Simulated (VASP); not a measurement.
# PtSe2 (P-3m1) in VASP: notebook

The runs below take PtSe2 through single point, relaxation of cell and atoms, with r2SCAN+rVV10, r2SCAN, PBE+D3(BJ), PBE+D4.

Everything below comes from runs of VASP 6.6.1. Logs are shortened: lines on timing, memory, paths and dates and some standing lists are left out, and cuts for length are marked.

## Step 1: The cell of the first run

Symmetry: P-3m1, No. 164, trigonal system. Conventional cell: a = 3.729 Å, b = 3.729 Å, c = 5.277 Å, α = 90.00°, β = 90.00°, γ = 120.00°. Pt (site symmetry -3m) has 6 Se at 2.51 Å within 3.3 Å. Within 3.5 Å of Se (site symmetry 3m) lie 3 Pt at 2.51 Å and 6 Se at 3.37 to 3.44 Å.

## Step 2: Single point, r2SCAN+rVV10

POSCAR reads:

```
PtSe2
1.0
    3.7286599757      0.0000000000      0.0000000000
   -1.8643299879      3.2291142610      0.0000000000
    0.0000000000      0.0000000000      5.2770333298
Pt Se
1 2
Direct
    0.0000000000      0.0000000000      0.0000000000
    0.3333333333      0.6666666667      0.2462223091
    0.6666666667      0.3333333333      0.7537776909
```

INCAR.step1 reads:

```
SYSTEM = PtSe2
PREC = Accurate
ENCUT = 520
ISMEAR = -1
SIGMA = 0.02
LREAL = .False.
LASPH = .True.
NELM = 60
NBANDS = 18
GGA = PE
ALGO = Normal
EDIFF = 1E-4
LWAVE = .True.
LCHARG = .False.
```

INCAR.step2 reads:

```
SYSTEM = PtSe2
PREC = Accurate
ENCUT = 520
EDIFF = 1E-6
ISMEAR = -1
SIGMA = 0.02
LREAL = .False.
LASPH = .True.
NELM = 60
ALGO = Normal
ISIF = 2
LWAVE = .False.
LCHARG = .False.
METAGGA = R2SCAN
LMIXTAU = .True.
LUSE_VDW = .True.
IVDW_NL = 2
BPARAM = 11.95
CPARAM = 0.0093
NBANDS = 18
ISTART = 1
```

KPOINTS reads:

```
Automatic mesh
0
Gamma
  12 12 6
  0 0 0
```

Potentials or basis: VASP PAW PBE potentials, release 64 (Pt, Se).

On the command line:

```
$ cat potpaw_PBE.64/Pt/POTCAR potpaw_PBE.64/Se/POTCAR > POTCAR
$ cp INCAR.step1 INCAR
$ mpirun -np 1 vasp_std > vasp.out
$ cp INCAR.step2 INCAR
$ mpirun -np 1 vasp_std > vasp.out
```

OUTCAR:

```text
SYSTEM = PtSe2
   PREC = Accurate
   ENCUT = 520
   EDIFF = 1E-6
   ISMEAR = -1
   LREAL = .False.
   LASPH = .True.
   NELM = 60
   ISIF = 2
   METAGGA = R2SCAN
   IVDW_NL = 2
   BPARAM = 11.95
   ISTART = 1

 ion  position               nearest neighbor table
   1  0.000  0.000  0.000-   2 2.51   3 2.51   2 2.51   3 2.51   3 2.51   2 2.51
   2  0.333  0.667  0.246-   1 2.51   1 2.51   1 2.51
   3  0.667  0.333  0.754-   1 2.51   1 2.51   1 2.51

  LATTYP: Found a hexagonal cell.
 ALAT       =     3.7286599757
 C/A-ratio  =     1.4152626853

  Lattice vectors:

 A1 = (   3.7286599757,   0.0000000000,   0.0000000000)
 A2 = (  -1.8643299879,   3.2291142610,   0.0000000000)
 A3 = (   0.0000000000,   0.0000000000,   5.2770333298)

Analysis of symmetry for initial positions (statically):
=====================================================================
 Subroutine PRICEL returns:
 Original cell was already a primitive cell.

 Routine SETGRP: Setting up the symmetry group for a
 hexagonal supercell.

 Subroutine GETGRP returns: Found 12 space group operations
 (whereof 12 operations were pure point group operations)
 out of a pool of 24 trial point group operations.

The static configuration has the point symmetry D_3d.

Analysis of symmetry for dynamics (positions and initial velocities):
=====================================================================
 Subroutine PRICEL returns:
 Original cell was already a primitive cell.

 Routine SETGRP: Setting up the symmetry group for a
 hexagonal supercell.

 Subroutine GETGRP returns: Found 12 space group operations
 (whereof 12 operations were pure point group operations)
 out of a pool of 24 trial point group operations.

The dynamic configuration has the point symmetry D_3d.

 Subroutine INISYM returns: Found 12 space group operations
 (whereof 12 operations are pure point group operations),
 and found     1 'primitive' translations

----------------------------------------------------------------------------------------

                                     Primitive cell

  volume of cell :      63.5369

  direct lattice vectors                    reciprocal lattice vectors
     3.728659976  0.000000000  0.000000000     0.268192865  0.154841223  0.000000000
    -1.864329988  3.229114261  0.000000000     0.000000000  0.309682445  0.000000000
     0.000000000  0.000000000  5.277033330     0.000000000  0.000000000  0.189500414

  length of vectors
     3.728659976  3.728659976  5.277033330     0.309682445  0.309682445  0.189500414

  position of ions in fractional coordinates (direct lattice)
     0.000000000  0.000000000  0.000000000
     0.333333333  0.666666667  0.246222309
     0.666666667  0.333333333  0.753777691

  ion indices of the primitive-cell ions
   primitive index   ion index
                 1           1
                 2           2
                 3           3

----------------------------------------------------------------------------------------

 KPOINTS: Automatic mesh

Automatic generation of k-mesh.
 Grid dimensions read from file:
 generate k-points for:   12   12    6

 Generating k-lattice:

  Cartesian coordinates                     Fractional coordinates (reciprocal lattice)
     0.022349405  0.012903435  0.000000000     0.083333333 -0.000000000  0.000000000
     0.000000000  0.025806870  0.000000000     0.000000000  0.083333333  0.000000000
     0.000000000  0.000000000  0.031583402     0.000000000  0.000000000  0.166666667

  Length of vectors
     0.025806870  0.025806870  0.031583402

  Shift w.r.t. Gamma in fractional coordinates (k-lattice)
     0.000000000  0.000000000  0.000000000

 Subroutine IBZKPT returns following result:
 ===========================================

 Found    100 irreducible k-points:

 Following reciprocal coordinates:
            Coordinates               Weight
  0.000000  0.000000  0.000000      1.000000
  0.083333 -0.000000  0.000000      6.000000
  0.166667  0.000000  0.000000      6.000000
  0.250000  0.000000  0.000000      6.000000
  0.333333  0.000000  0.000000      6.000000
  0.416667  0.000000  0.000000      6.000000
[... 16 lines left out ...]
  0.166667  0.000000  0.166667      6.000000
  0.000000  0.166667  0.166667      6.000000
 [... further k-points ...]
   k-points           NKPTS =    100   k-points in BZ     NKDIM =    100   number of bands    NBANDS=     18
   number of dos      NEDOS =    301   number of ions     NIONS =      3
   total plane-waves  NPLWV =  31360
   dimension x,y,z NGX =    28 NGY =   28 NGZ =   40
   dimension x,y,z NGXF=    56 NGYF=   56 NGZF=   80
   ions per type =               1   2
   NGX,Y,Z   is equivalent  to a cutoff of  12.48, 12.48, 12.60 a.u.
   NGXF,Y,Z  is equivalent  to a cutoff of  24.97, 24.97, 25.20 a.u.
 SYSTEM =  PtSe2
   PREC   = accura    normal or accurate (medium, high low for compatibility)
   ISTART =      1    job   : 0-new  1-cont  2-samecut
   ICHARG =      0    charge: 1-file 2-atom 10-const
   ISPIN  =      1    spin polarized calculation?
   LNONCOLLINEAR =      F non collinear calculations
   LSORBIT =      F    spin-orbit coupling
   LASPH  =      T    aspherical Exc in radial PAW
   ENCUT  =  520.0 eV  38.22 Ry    6.18 a.u.   6.93  6.93  9.81*2*pi/ulx,y,z
   NELM   =     60;   NELMIN=  2; NELMDL=  0     # of ELM steps
   EDIFF  = 0.1E-05   stopping-criterion for ELM
   LREAL  =      F    real-space projection
[... 7 lines left out ...]
   TEBEG  =    0.0;   TEEND  =   0.0 temperature during run
   PSTRESS=    0.0 pullay stress
   NELECT =      22.0000    total number of electrons
   NUPDOWN=      -1.0000    fix difference up-down
   EMIN   =  10.00;   EMAX   =-10.00  energy-range for DOS
   EFERMI =   0.00;   METHOD = LEGACY
   ISMEAR =    -1;   SIGMA  =   0.02  broadening in eV -4-tet -1-fermi 0-gaus
   EFERMI_NEDOS =   21; number of points for ismear=-14 and -15
   IALGO  =     38    algorithm
   IMIX   =      4    mixing-type and parameters
     AMIX     =   0.40;   BMIX     =  1.00
     AMIX_MAG =   1.60;   BMIX_MAG =  1.00
  volume/ion in A,a.u.               =      21.18       142.92
  Fermi-wavevector in a.u.,A,eV,Ry     =   1.149583  2.172397 17.980662  1.321541
  Thomas-Fermi vector in A             =   2.286252
   LORBIT       =      0    0 simple, 1 ext, 2 COOP (PROOUT), +10 PAW based schemes
   METAGGA = R2SCAN    functional components
   LHFCALC =     F    Hartree Fock is set to
   AEXX    =    0.0000 exact exchange contribution
   IVDW_NL    =     2    kernel type
   BPARAM     =11.9500
   IVDW    =     0    specifies the selected vdW correction
   LEPSILON=     F    determine dielectric tensor
   LRPA    =     F    only Hartree local field effects (RPA)
 non-spin polarized calculation
  energy-cutoff  :      520.00
  volume of cell :       63.54
 maximum number of plane-waves:      1728
   NGX = 13   NGY = 13   NGZ = 19

 number of electron      21.9999999 magnetization

 Free energy of the ion-electron system (eV)
  ---------------------------------------------------
  ext. energy  EPLUGINS =         0.00000000
  ---------------------------------------------------
  free energy    TOTEN  =       -81.01355669 eV

  energy without entropy =      -81.01321414  energy(sigma->0) =      -81.01338541

 E-fermi :   5.8475     XC(G=0): -11.0562

 val. band max:        5.8057388179   @ k =   0.0833  -0.0000   0.0000
 cond. band min:       5.8762405518   @ k =   0.0000   0.2500   0.3333
 fundamental gap:      0.0705017339
 Fermi energy:         5.8475427899

 k-point     1 :       0.0000    0.0000    0.0000
  band No.  band energies     occupation
      1     -10.2559      2.00000
      2      -7.6619      2.00000
      3      -1.4623      2.00000
      4      -0.7361      2.00000
      5      -0.7361      2.00000
      6       1.6374      2.00000
[... 10 lines left out ...]
     17      13.5522      0.00000
     18      18.1079      0.00000

 k-point     2 :       0.0833   -0.0000    0.0000
  band No.  band energies     occupation
      1     -10.1765      2.00000
      2      -7.6885      2.00000
      3      -1.3681      2.00000
      4      -0.6941      2.00000
      5      -0.6856      2.00000
      6       1.5383      2.00000
[... 10 lines left out ...]
     17      13.8214      0.00000
     18      16.8268      0.00000

 k-point     3 :       0.1667    0.0000    0.0000
  band No.  band energies     occupation
      1      -9.9467      2.00000
      2      -7.7630      2.00000
      3      -1.1028      2.00000
      4      -0.5602      2.00000
      5      -0.5477      2.00000
      6       1.1599      2.00000
[... 10 lines left out ...]
     17      14.4532      0.00000
     18      15.2881      0.00000

 k-point     4 :       0.2500    0.0000    0.0000
  band No.  band energies     occupation
      1      -9.5941      2.00000
      2      -7.8732      2.00000
      3      -0.7739      2.00000
      4      -0.3679      2.00000
      5      -0.2906      2.00000
      6       0.4563      2.00000
[... 10 lines left out ...]
     17      14.4787      0.00000
     18      14.6658      0.00000

 k-point     5 :       0.3333    0.0000    0.0000
  band No.  band energies     occupation
      1      -9.1701      2.00000
      2      -8.0090      2.00000
      3      -0.8853      2.00000
      4      -0.2217      2.00000
      5      -0.0062      2.00000
      6       0.2927      2.00000
[... 10 lines left out ...]
     17      14.2223      0.00000
     18      15.2518      0.00000

 k-point     6 :       0.4167    0.0000    0.0000
  band No.  band energies     occupation
      1      -8.7510      2.00000
      2      -8.1773      2.00000
      3      -1.4364      2.00000
      4      -0.1554      2.00000
      5       0.2128      2.00000
      6       0.9446      2.00000
[... 10 lines left out ...]
     17      13.8365      0.00000
     18      16.5972      0.00000

 k-point     7 :       0.5000    0.0000    0.0000
  band No.  band energies     occupation
      1      -8.4181      2.00000
      2      -8.4072      2.00000
      3      -1.6745      2.00000
      4      -0.1417      2.00000
      5       0.3583      2.00000
      6       1.3359      2.00000
[... 10 lines left out ...]
     17      13.6972      0.00000
     18      17.5043      0.00000

 k-point     8 :       0.0833    0.0833    0.0000
  band No.  band energies     occupation
      1     -10.0218      2.00000
      2      -7.7389      2.00000
      3      -1.1865      2.00000
      4      -0.6110      2.00000
      5      -0.5892      2.00000
      6       1.3941      2.00000
[... 10 lines left out ...]
     17      14.3694      0.00000
     18      15.6362      0.00000
[... 229 lines left out ...]
     17      15.1390      0.00000
     18      16.5593      0.00000

 k-point    20 :       0.0000    0.0000    0.1667
  band No.  band energies     occupation
      1     -10.1675      2.00000
      2      -7.8656      2.00000
      3      -1.1379      2.00000
      4      -0.7262      2.00000
      5      -0.7262      2.00000
      6       1.6320      2.00000
[... 10 lines left out ...]
     17      13.4616      0.00000
     18      17.2318      0.00000

 k-point    21 :       0.0833   -0.0000    0.1667
  band No.  band energies     occupation
      1     -10.0885      2.00000
      2      -7.8822      2.00000
      3      -1.1121      2.00000
      4      -0.6636      2.00000
      5      -0.6527      2.00000
      6       1.5409      2.00000
[... 10 lines left out ...]
     17      13.4857      0.00000
     18      15.8596      0.00000

 k-point    22 :       0.0000    0.0833    0.1667
  band No.  band energies     occupation
      1     -10.0896      2.00000
      2      -7.8791      2.00000
      3      -1.1340      2.00000
      4      -0.6895      2.00000
      5      -0.6135      2.00000
      6       1.5155      2.00000
[... 10 lines left out ...]
     17      13.9989      0.00000
     18      15.8421      0.00000

 k-point    23 :       0.1667    0.0000    0.1667
  band No.  band energies     occupation
      1      -9.8582      2.00000
      2      -7.9358      2.00000
      3      -0.9759      2.00000
      4      -0.5150      2.00000
      5      -0.4602      2.00000
      6       1.2016      2.00000
[... 10 lines left out ...]
     17      13.9645      0.00000
     18      14.8508      0.00000

 k-point    24 :       0.0000    0.1667    0.1667
  band No.  band energies     occupation
      1      -9.8670      2.00000
      2      -7.9127      2.00000
      3      -1.1141      2.00000
      4      -0.5693      2.00000
      5      -0.3237      2.00000
      6       1.0693      2.00000
[... 10 lines left out ...]
     17      14.6113      0.00000
     18      14.9245      0.00000

 [... further k-points ...]
[... 5 lines left out ...]
  --------------------------------------------------------------------------------------
  -------------------------------------------------------------------------------------
  Total        0.2013401      0.2013401      0.1457464     -0.0000000     -0.0000000      0.0000000
  in kB        5.0770889      5.0770889      3.6752126     -0.0000000     -0.0000000      0.0000000
  external PRESSURE =       4.6097968 kB  Pullay stress =       0.0000000 kB

 VOLUME and BASIS-vectors are now :
 -----------------------------------------------------------------------------
  energy-cutoff  :      520.00
  volume of cell :       63.54
      direct lattice vectors                 reciprocal lattice vectors
     3.728659976  0.000000000  0.000000000     0.268192865  0.154841223  0.000000000
    -1.864329988  3.229114261  0.000000000     0.000000000  0.309682445  0.000000000
     0.000000000  0.000000000  5.277033330     0.000000000  0.000000000  0.189500414

 POSITION                                       TOTAL-FORCE (eV/Angst)
 -----------------------------------------------------------------------------------
      0.00000      0.00000      0.00000        -0.000000      0.000000      0.000000
     -0.00000      2.15274      1.29932        -0.000000     -0.000000      0.037719
      1.86433      1.07637      3.97771         0.000000      0.000000     -0.037719
 -----------------------------------------------------------------------------------
    total drift:                                0.000000     -0.000000     -0.000000

  FREE ENERGIE OF THE ION-ELECTRON SYSTEM (eV)
  ---------------------------------------------------
  free  energy   TOTEN  =       -81.0135566936 eV

  energy  without entropy=      -81.0132141355  energy(sigma->0) =      -81.01338541
```

It took 12 min on 1 thread of AMD EPYC 7R13, shared host; peak memory 0.38 GiB.

Results:

```
Free energy            : -81.0136 eV
Pressure               : 0.5 GPa
Largest force          : 0.038 eV/Å
Band gap on the k mesh : zero (bands 11 and 12 overlap by 0.07 eV)
```

Forces in eV/Å, atoms in the order of the input:
```
Pt   0.000  0.000  0.000
Se   0.000  0.000  0.038
Se   0.000  0.000 -0.038
```

Stress tensor (GPa, compression positive):
```
0.51 0.00 0.00
0.00 0.51 0.00
0.00 0.00 0.37
```

Caveat: the PAW data sets were made with another functional, which shifts forces and pressure a little; spin-orbit coupling is left out, which moves the levels of the heavy elements.

## Step 3: Single point, r2SCAN

POSCAR is that of step 2.

INCAR.step1 reads:

```
PREC     = Accurate       # precision mode
ENCUT    = 520            # plane-wave cutoff, eV
ISMEAR   = -1             # smearing method
SIGMA    = 0.02           # smearing width, eV
LREAL    = F              # projectors in reciprocal space
LASPH    = T              # aspherical terms in the spheres
NELM     = 60             # most SCF steps
NBANDS   = 18             # bands
GGA      = PE             # functional
ALGO     = Normal         # electronic algorithm
EDIFF    = 1E-4           # SCF threshold, eV
LWAVE    = T              # write WAVECAR
LCHARG   = F              # write CHGCAR
```

INCAR.step2 reads:

```
PREC     = Accurate       # precision mode
ENCUT    = 520            # plane-wave cutoff, eV
EDIFF    = 1E-6           # SCF threshold, eV
ISMEAR   = -1             # smearing method
SIGMA    = 0.02           # smearing width, eV
LREAL    = F              # projectors in reciprocal space
LASPH    = T              # aspherical terms in the spheres
NELM     = 60             # most SCF steps
ALGO     = Normal         # electronic algorithm
ISIF     = 2              # what is computed and relaxed
LWAVE    = F              # write WAVECAR
LCHARG   = T              # write CHGCAR
METAGGA  = R2SCAN         # meta-GGA
LMIXTAU  = T            
LELF     = T              # ELF
LVHAR    = T            
NBANDS   = 18             # bands
ISTART   = 1
```

KPOINTS reads:

```
regular mesh
0
Gamma
  12 12 6
```

Potentials or basis: VASP PAW PBE potentials, release 64 (Pt, Se).

On the command line:

```
$ cat potpaw_PBE.64/Pt/POTCAR potpaw_PBE.64/Se/POTCAR > POTCAR
$ cp INCAR.step1 INCAR
$ mpirun -np 1 vasp_std > vasp.out
$ cp INCAR.step2 INCAR
$ mpirun -np 1 vasp_std > vasp.out
```

Wall time 14 min (1 thread of AMD EPYC 7R13, shared host); peak memory 0.26 GiB.

It converged, with:

```
Free energy            : -81.4720 eV
Pressure               : 1.4 GPa
Largest force          : 0.019 eV/Å
Band gap on the k mesh : zero (bands 11 and 12 overlap by 0.05 eV)
```

Forces in eV/Å, atoms in the order of the input:
```
Pt   0.000  0.000  0.000
Se   0.000  0.000 -0.019
Se   0.000  0.000  0.019
```

Levels at points of the mesh, in eV from the Fermi level:
| k point | band 9 | band 10 | band 11 | band 12 | band 13 | band 14 |
| --- | --- | --- | --- | --- | --- | --- |
| (0.00, 0.00, 0.00) | -1.19 | -1.19 | 0.09 | 1.53 | 1.53 | 4.22 |
| (0.50, 0.00, 0.00) | -3.60 | -3.51 | -3.14 | 0.74 | 2.18 | 4.84 |
| (0.00, 0.00, 0.50) | -1.92 | -1.53 | -1.53 | 2.19 | 2.19 | 5.14 |
| (0.50, 0.00, 0.50) | -3.40 | -2.95 | -1.67 | 1.08 | 1.55 | 4.48 |

Caveat: the PAW data sets were made with another functional, which shifts forces and pressure a little; spin-orbit coupling is left out, which moves the levels of the heavy elements.

(Continued in part 2 of 2.)

The gap in the log of VASP goes by the Fermi energy; the results here count the filled bands.